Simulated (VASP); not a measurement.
# Ti in VASP: further runs

Ti is run at these levels: PBE; tasks: single point, relaxation of the atoms.

All numbers are computed with VASP 6.6.1; they aren't measurements. Logs are shortened: lines on timing, memory, paths and dates and some standing lists are left out, and cuts for length are marked.

## (1) The cell of the first run

The cell holds a slab with vacuum, 3 atoms: a = 2.908 Å, b = 2.908 Å, c = 18.748 Å, α = 90.00°, β = 90.00°, γ = 120.00°.

## (2) Single point, PBE

Input file INCAR:

```
ALGO = Normal
DIPOL = 0.5 0.5 0.493
EDIFF = 1E-6
ENCUT = 400
GGA = PE
GGA_COMPAT = F
IDIPOL = 3
ISIF = 2
ISMEAR = 0
LASPH = T
LCHARG = F
LDIPOL = T
LREAL = F
LWAVE = F
NBANDS = 25
NELM = 120
NELMDL = -8
PREC = Accurate
SIGMA = 0.1
```

Input file KPOINTS:

```
k-points
0
Gamma
  12 12 1
```

Input file POSCAR:

```
Ti
1.0
    2.9075446923      0.0000000000      0.0000000000
   -1.4537723462      2.5180075662      0.0000000000
    0.0000000000      0.0000000000     18.7480006004
Ti
3
Direct
    0.6666666667      0.3333333333      0.3733731478
    0.3333333333      0.6666666667      0.4932171705
    0.0000000000      0.0000000000      0.6130534196
```

Potentials or basis: VASP PAW PBE potentials, release 64 (Ti_sv).

Launch:

```
$ cat potpaw_PBE.64/Ti_sv/POTCAR > POTCAR
$ mpirun -np 1 vasp_std > vasp.out
```

OUTCAR:

```text
EDIFF = 1E-6
   ENCUT = 400
   GGA = PE
   ISIF = 2
   ISMEAR = 0
   LASPH = T
   LREAL = F
   NELM = 120
   NELMDL = -8
   PREC = Accurate

 ion  position               nearest neighbor table
   1  0.667  0.333  0.373-   2 2.80   2 2.80   2 2.80
   2  0.333  0.667  0.493-   3 2.80   3 2.80   3 2.80   1 2.80   1 2.80   1 2.80
   3  0.000  0.000  0.613-   2 2.80   2 2.80   2 2.80

  LATTYP: Found a hexagonal cell.
 ALAT       =     2.9075446923
 C/A-ratio  =     6.4480524238

  Lattice vectors:

 A1 = (   2.9075446923,   0.0000000000,   0.0000000000)
 A2 = (  -1.4537723462,   2.5180075662,   0.0000000000)
 A3 = (   0.0000000000,   0.0000000000,  18.7480006004)

Analysis of symmetry for initial positions (statically):
=====================================================================
 Subroutine PRICEL returns:
 Original cell was already a primitive cell.

 Routine SETGRP: Setting up the symmetry group for a
 hexagonal supercell.

 Subroutine GETGRP returns: Found 12 space group operations
 (whereof  6 operations were pure point group operations)
 out of a pool of 24 trial point group operations.

The static configuration has the point symmetry C_3v.
 The point group associated with its full space group is D_3d.

Analysis of symmetry for dynamics (positions and initial velocities):
=====================================================================
 Subroutine PRICEL returns:
 Original cell was already a primitive cell.

 Routine SETGRP: Setting up the symmetry group for a
 hexagonal supercell.

 Subroutine GETGRP returns: Found 12 space group operations
 (whereof  6 operations were pure point group operations)
 out of a pool of 24 trial point group operations.

The dynamic configuration has the point symmetry C_3v.
 The point group associated with its full space group is D_3d.

 Subroutine INISYM returns: Found 12 space group operations
 (whereof  6 operations are pure point group operations),
 and found     1 'primitive' translations

----------------------------------------------------------------------------------------

                                     Primitive cell

  volume of cell :     137.2582

  direct lattice vectors                    reciprocal lattice vectors
     2.907544692  0.000000000  0.000000000     0.343932804  0.198569697  0.000000000
    -1.453772346  2.518007566  0.000000000     0.000000000  0.397139394  0.000000000
     0.000000000  0.000000000 18.748000600     0.000000000  0.000000000  0.053339021

  length of vectors
     2.907544692  2.907544692 18.748000600     0.397139394  0.397139394  0.053339021

  position of ions in fractional coordinates (direct lattice)
     0.666666667  0.333333333  0.373373148
     0.333333333  0.666666667  0.493217171
     0.000000000  0.000000000  0.613053420

  ion indices of the primitive-cell ions
   primitive index   ion index
                 1           1
                 2           2
                 3           3

----------------------------------------------------------------------------------------

 KPOINTS: k-points

Automatic generation of k-mesh.
 Grid dimensions read from file:
 generate k-points for:   12   12    1

 Generating k-lattice:

  Cartesian coordinates                     Fractional coordinates (reciprocal lattice)
     0.028661067  0.016547475  0.000000000     0.083333333  0.000000000  0.000000000
     0.000000000  0.033094950  0.000000000     0.000000000  0.083333333  0.000000000
     0.000000000  0.000000000  0.053339021     0.000000000  0.000000000  1.000000000

  Length of vectors
     0.033094950  0.033094950  0.053339021

  Shift w.r.t. Gamma in fractional coordinates (k-lattice)
     0.000000000  0.000000000  0.000000000

 Subroutine IBZKPT returns following result:
 ===========================================

 Found     19 irreducible k-points:

 Following reciprocal coordinates:
            Coordinates               Weight
  0.000000  0.000000  0.000000      1.000000
  0.083333  0.000000  0.000000      6.000000
  0.166667  0.000000  0.000000      6.000000
  0.250000  0.000000  0.000000      6.000000
  0.333333  0.000000  0.000000      6.000000
  0.416667 -0.000000  0.000000      6.000000
[... 11 lines left out ...]
  0.333333  0.250000  0.000000     12.000000
  0.333333  0.333333  0.000000      2.000000
   k-points           NKPTS =     19   k-points in BZ     NKDIM =     19   number of bands    NBANDS=     25
   number of dos      NEDOS =    301   number of ions     NIONS =      3
   total plane-waves  NPLWV =  50400
   dimension x,y,z NGX =    20 NGY =   20 NGZ =  126
   dimension x,y,z NGXF=    40 NGYF=   40 NGZF=  252
   ions per type =               3
   NGX,Y,Z   is equivalent  to a cutoff of  11.44, 11.44, 11.17 a.u.
   NGXF,Y,Z  is equivalent  to a cutoff of  22.87, 22.87, 22.35 a.u.
 SYSTEM =  unknown system
   PREC   = accura    normal or accurate (medium, high low for compatibility)
   ISTART =      0    job   : 0-new  1-cont  2-samecut
   ICHARG =      2    charge: 1-file 2-atom 10-const
   ISPIN  =      1    spin polarized calculation?
   LNONCOLLINEAR =      F non collinear calculations
   LSORBIT =      F    spin-orbit coupling
   LASPH  =      T    aspherical Exc in radial PAW
   ENCUT  =  400.0 eV  29.40 Ry    5.42 a.u.   4.74  4.74 30.57*2*pi/ulx,y,z
   NELM   =    120;   NELMIN=  2; NELMDL= -8     # of ELM steps
   EDIFF  = 0.1E-05   stopping-criterion for ELM
   LREAL  =      F    real-space projection
   EDIFFG = 0.1E-04   stopping-criterion for IOM
   NSW    =      0    number of steps for IOM
   IBRION =     -1    ionic relax: 0-MD 1-quasi-New 2-CG
   NFREE  =      0    steps in history (QN), initial steepest desc. (CG)
   ISIF   =      2    stress and relaxation
   ISYM   =      2    0-nonsym 1-usesym 2-fastsym
   POTIM  = 0.5000    time-step for ionic-motion
   TEBEG  =    0.0;   TEEND  =   0.0 temperature during run
   PSTRESS=    0.0 pullay stress
   NELECT =      36.0000    total number of electrons
   NUPDOWN=      -1.0000    fix difference up-down
   EMIN   =  10.00;   EMAX   =-10.00  energy-range for DOS
   EFERMI =   0.00;   METHOD = LEGACY
   ISMEAR =     0;   SIGMA  =   0.10  broadening in eV -4-tet -1-fermi 0-gaus
   EFERMI_NEDOS =   21; number of points for ismear=-14 and -15
   IALGO  =     38    algorithm
   IMIX   =      4    mixing-type and parameters
     AMIX     =   0.40;   BMIX     =  1.00
     AMIX_MAG =   1.60;   BMIX_MAG =  1.00
  volume/ion in A,a.u.               =      45.75       308.75
  Fermi-wavevector in a.u.,A,eV,Ry     =   1.047923  1.980288 14.941149  1.098143
  Thomas-Fermi vector in A             =   2.182824
   LORBIT       =      0    0 simple, 1 ext, 2 COOP (PROOUT), +10 PAW based schemes
   GGA     = PE    functional components
   LHFCALC =     F    Hartree Fock is set to
   AEXX    =    0.0000 exact exchange contribution
   IVDW    =     0    specifies the selected vdW correction
   LEPSILON=     F    determine dielectric tensor
   LRPA    =     F    only Hartree local field effects (RPA)
 non-spin polarized calculation
 Gauss-broadening in eV      SIGMA  =   0.10
  energy-cutoff  :      400.00
  volume of cell :      137.26
 maximum number of plane-waves:      2507
 NGX is ok and might be reduce to    20
   NGX =  9   NGY =  9   NGZ = 61

 dipolmoment           0.000000      0.000000      0.000008 electrons x Angstroem

 number of electron      36.0000004 magnetization

 dipolmoment           0.000000      0.000000     -0.000608 electrons x Angstroem

 Free energy of the ion-electron system (eV)
  ---------------------------------------------------
  ext. energy  EPLUGINS =         0.00000000
  ---------------------------------------------------
  free energy    TOTEN  =       -21.62056954 eV

  energy without entropy =      -21.58709236  energy(sigma->0) =      -21.60383095

 E-fermi :   0.4611     XC(G=0):  -5.3880

 val. band max:        0.4476163743   @ k =   0.2500   0.2500   0.0000
 cond. band min:       0.4796065423   @ k =   0.0833   0.0833   0.0000
 fundamental gap:      0.0319901680
 Fermi energy:         0.4610764786

 k-point     1 :       0.0000    0.0000    0.0000
  band No.  band energies     occupation
      1     -56.3794      2.00000
      2     -56.3601      2.00000
      3     -56.0321      2.00000
      4     -32.8416      2.00000
      5     -32.6553      2.00000
      6     -32.3436      2.00000
[... 17 lines left out ...]
     24       1.4145      0.00000
     25       1.4145      0.00000

 k-point     2 :       0.0833    0.0000    0.0000
  band No.  band energies     occupation
      1     -56.3734      2.00000
      2     -56.3546      2.00000
      3     -56.0275      2.00000
      4     -32.8297      2.00000
      5     -32.6541      2.00000
      6     -32.3811      2.00000
[... 17 lines left out ...]
     24       1.5205      0.00000
     25       1.5502      0.00000

 k-point     3 :       0.1667    0.0000    0.0000
  band No.  band energies     occupation
      1     -56.3570      2.00000
      2     -56.3393      2.00000
      3     -56.0147      2.00000
      4     -32.7979      2.00000
      5     -32.6530      2.00000
      6     -32.4816      2.00000
[... 17 lines left out ...]
     24       1.7405      0.00000
     25       1.9344      0.00000

 k-point     4 :       0.2500    0.0000    0.0000
  band No.  band energies     occupation
      1     -56.3344      2.00000
      2     -56.3180      2.00000
      3     -55.9969      2.00000
      4     -32.7624      2.00000
      5     -32.6624      2.00000
      6     -32.6006      2.00000
[... 17 lines left out ...]
     24       2.1808      0.00000
     25       2.5209      0.00000
[... 337 lines left out ...]
 k-point    17 :       0.2500    0.2500    0.0000
  band No.  band energies     occupation
      1     -56.2901      2.00000
      2     -56.2751      2.00000
      3     -55.9618      2.00000
      4     -32.8010      2.00000
      5     -32.7466      2.00000
      6     -32.6826      2.00000
[... 17 lines left out ...]
     24       2.7116      0.00000
     25       2.9573      0.00000

 k-point    18 :       0.3333    0.2500    0.0000
  band No.  band energies     occupation
      1     -56.2819      2.00000
      2     -56.2669      2.00000
      3     -55.9553      2.00000
      4     -32.8033      2.00000
      5     -32.7529      2.00000
      6     -32.6878      2.00000
[... 17 lines left out ...]
     24       2.9489      0.00000
     25       3.1612      0.00000

 k-point    19 :       0.3333    0.3333    0.0000
  band No.  band energies     occupation
      1     -56.2791      2.00000
      2     -56.2641      2.00000
      3     -55.9530      2.00000
      4     -32.7582      2.00000
      5     -32.7160      2.00000
      6     -32.7051      2.00000
[... 17 lines left out ...]
     24       2.7153      0.00000
     25       3.2573      0.00000

------------------------ aborting loop because EDIFF is reached ----------------------------------------

 vacuum level on the upper side and lower side of the slab       (xc-potential included)        -0.233        -0.213

  FORCE on cell =-STRESS in cart. coord.  units (eV):
  Direction    XX          YY          ZZ          XY          YZ          ZX
  --------------------------------------------------------------------------------------
  -------------------------------------------------------------------------------------
  Total       -0.9237464     -0.9237464     -0.3207101      0.0000000      0.0000000     -0.0000000
  in kB      -10.7826363    -10.7826363     -3.7435608      0.0000000      0.0000000     -0.0000000
  external PRESSURE =      -8.4362778 kB  Pullay stress =       0.0000000 kB

 VOLUME and BASIS-vectors are now :
 -----------------------------------------------------------------------------
  energy-cutoff  :      400.00
  volume of cell :      137.26
      direct lattice vectors                 reciprocal lattice vectors
     2.907544692  0.000000000  0.000000000     0.343932804  0.198569697  0.000000000
    -1.453772346  2.518007566  0.000000000     0.000000000  0.397139394  0.000000000
     0.000000000  0.000000000 18.748000600     0.000000000  0.000000000  0.053339021

 POSITION                                       TOTAL-FORCE (eV/Angst)
 -----------------------------------------------------------------------------------
      1.45377      0.83934      7.00000        -0.000000      0.000000      0.004695
     -0.00000      1.67867      9.24684         0.000000     -0.000000     -0.000000
      0.00000      0.00000     11.49353         0.000000     -0.000000     -0.004695
 -----------------------------------------------------------------------------------
    total drift:                               -0.000000     -0.000000     -0.217918

  FREE ENERGIE OF THE ION-ELECTRON SYSTEM (eV)
  ---------------------------------------------------
  free  energy   TOTEN  =       -21.6205695354 eV

  energy  without entropy=      -21.5870923587  energy(sigma->0) =      -21.60383095

 vacuum level on the upper side and lower side of the slab         4.853         4.875
```

Run time: 2.5 min. Hardware: 1 thread of AMD EPYC, shared host; peak memory 0.18 GiB.

What came out:

```
Free energy            : -21.6206 eV
Largest force          : 0.005 eV/Å
Band gap on the k mesh : zero (bands 18 and 19 overlap by 0.94 eV)
```

Forces on the atoms (eV/Å):
```
Ti   0.000  0.000  0.005
Ti   0.000  0.000  0.000
Ti   0.000  0.000 -0.005
```

Levels at points of the mesh, in eV from the Fermi level:
```
           k point  band 15  band 16  band 17  band 18  band 19  band 20  band 21  band 22
(0.00, 0.00, 0.00)    -2.94    -0.07    -0.05     0.70     0.70     0.83     0.90     0.92
(0.50, 0.00, 0.00)    -1.83    -1.55    -0.87     0.41     0.52     0.87     1.14     1.66
```

## (3) Relaxation of the atoms, PBE

Input file INCAR:

```
PREC = Accurate
ENCUT = 450
EDIFF = 1E-7
ISMEAR = 0
SIGMA = 0.1
LREAL = F
LASPH = T
NELM = 120
ALGO = Normal
ISIF = 2
LWAVE = F
LCHARG = F
LDIPOL = T
IDIPOL = 3
DIPOL = 0.5 0.5 0.500
GGA = PE
IBRION = 2
NSW = 70
EDIFFG = -0.03
GGA_COMPAT = F
NELMIN = 4
NELMDL = -8
```

Input file KPOINTS:

```
regular mesh
0
Gamma
  12 12 1
```

Input file POSCAR:

```
Ti
1.0
    2.9075446923      0.0000000000      0.0000000000
   -1.4537723462      2.5180075662      0.0000000000
    0.0000000000      0.0000000000     18.7480006004
Ti
3
Selective dynamics
Direct
    0.6666666667      0.3333333333      0.3733731478  F F F
    0.3333333333      0.6666666667      0.5000000000  T T T
    0.0000000000      0.0000000000      0.6266268522  T T T
```

Potentials or basis: VASP PAW PBE potentials, release 64 (Ti_sv).

Launch:

```
$ cat potpaw_PBE.64/Ti_sv/POTCAR > POTCAR
$ mpirun -np 1 vasp_std > vasp.out
```

Run time: 16 min. Hardware: 1 thread of AMD EPYC, shared host; peak memory 0.21 GiB.

It converged, with:

```yaml
Free_energy: -21.6374 eV
Energy_gained_by_relaxing: 21.3 meV/atom
Ionic_steps: 9
Band_gap_on_the_k_mesh: zero (bands 18 and 19 overlap by 0.94 eV)
```

The path:
| step | energy change (eV) | largest force on free atoms (eV/Å) | pressure (GPa) |
| --- | --- | --- | --- |
| 1 | 0.0000 | 0.4591 | -2.22 |
| 2 | -0.0096 | 0.4067 | -2.10 |
| 3 | -0.0307 | 0.2233 | -1.70 |
| 4 | -0.0280 | 0.6363 | -0.74 |
| 5 | -0.0381 | 0.3369 | -1.33 |
| 6 | -0.0491 | 0.2470 | -1.21 |
| 7 | -0.0631 | 0.0764 | -0.75 |
| 8 | -0.0632 | 0.0708 | -0.79 |
| 9 | -0.0639 | 0.0121 | -0.67 |

Final structure:
```
Ti
1.0
     2.90754    0.00000    0.00000
    -1.45377    2.51801    0.00000
     0.00000    0.00000   18.74800
Ti
3
Direct
  0.66667 0.33333 0.37337
  0.33333 0.66667 0.49306
  0.00000 0.00000 0.61291
```

Levels at points of the mesh, in eV from the Fermi level:
```tsv
k point	band 14	band 15	band 16	band 17	band 18	band 19	band 20	band 21	band 22
(0.00, 0.00, 0.00)	-4.22	-2.95	-0.07	-0.05	0.69	0.69	0.84	0.91	0.92
(0.50, 0.00, 0.00)	-2.28	-1.83	-1.55	-0.87	0.41	0.52	0.86	1.14	1.66
```

## (4) Relaxation of the atoms, PBE

Input file INCAR:

```
PREC = Accurate
ENCUT = 520
EDIFF = 1E-6
ISMEAR = 0
SIGMA = 0.1
LREAL = F
LASPH = T
NELM = 100
ALGO = Normal
ISIF = 2
LWAVE = F
LCHARG = F
LDIPOL = T
IDIPOL = 3
DIPOL = 0.5 0.5 0.500
GGA = PE
IBRION = 2
NSW = 70
EDIFFG = -0.03
```

KPOINTS is that of step 3.

Input file POSCAR:

```
Ti
1.0
    2.9075446944      0.0000000000      0.0000000000
   -1.4537723472      2.5180075680      0.0000000000
    0.0000000000      0.0000000000     18.7480006038
Ti
3
Selective dynamics
Direct
    0.6666666667      0.3333333333      0.3733731478  F F F
    0.3333333333      0.6666666667      0.5000000000  T T T
    0.0000000000      0.0000000000      0.6266268522  T T T
```

Launch:

```
$ cat potpaw_PBE.64/Ti_sv/POTCAR > POTCAR
$ mpirun -np 1 vasp_std > vasp.out
```

It took 10 min on 1 thread of AMD EPYC 7R13 (Zen 3), shared host; peak memory 0.25 GiB.

It converged, with:

| Item | Value |
| --- | --- |
| Free energy | -21.6444 eV |
| Energy gained by relaxing | 21.4 meV/atom |
| Ionic steps | 10 |
| Band gap on the k mesh | zero (bands 18 and 19 overlap by 0.94 eV) |

Step by step:
```tsv
step	energy change (eV)	largest force on free atoms (eV/Å)	pressure (GPa)
1	0.0000	0.4609	-2.09
2	-0.0097	0.4079	-1.97
3	-0.0309	0.2221	-1.57
4	-0.0279	0.6407	-0.60
5	-0.0382	0.3377	-1.19
6	-0.0492	0.2489	-1.08
7	-0.0633	0.0809	-0.61
8	-0.0634	0.0724	-0.66
9	-0.0634	0.0714	-0.65
10	-0.0641	0.0153	-0.51
```

Final structure:
```
Ti
1.0
     2.90754    0.00000    0.00000
    -1.45377    2.51801    0.00000
     0.00000    0.00000   18.74800
Ti
3
Direct
  0.66667 0.33333 0.37337
  0.33333 0.66667 0.49290
  0.00000 0.00000 0.61273
```

Levels at points of the mesh, in eV from the Fermi level:
```
           k point  band 16  band 17  band 18  band 19  band 20  band 21
(0.00, 0.00, 0.00)    -0.07    -0.05     0.69     0.69     0.84     0.91
(0.50, 0.00, 0.00)    -1.56    -0.87     0.42     0.52     0.86     1.14
```

## (5) The runs side by side

| task | cell | cutoff (eV) | atoms held fixed (from 0) | gap on the mesh (eV) |
| --- | --- | --- | --- | --- |
| single point | as given, atomic positions A | 400 | - | none |
| relaxation of the atoms | atoms relaxed, atomic positions B | 450 | [0] | none |
| relaxation of the atoms | atoms relaxed, atomic positions B | 520 | [0] | none |

Alike in all rows: level PBE; potentials or basis VASP PAW PBE potentials, release 64 (Ti_sv); no spin polarisation; k mesh 12 × 12 × 1; smearing gaussian 0.1 eV.

Absolute energies hang on the potentials; compare differences alone.
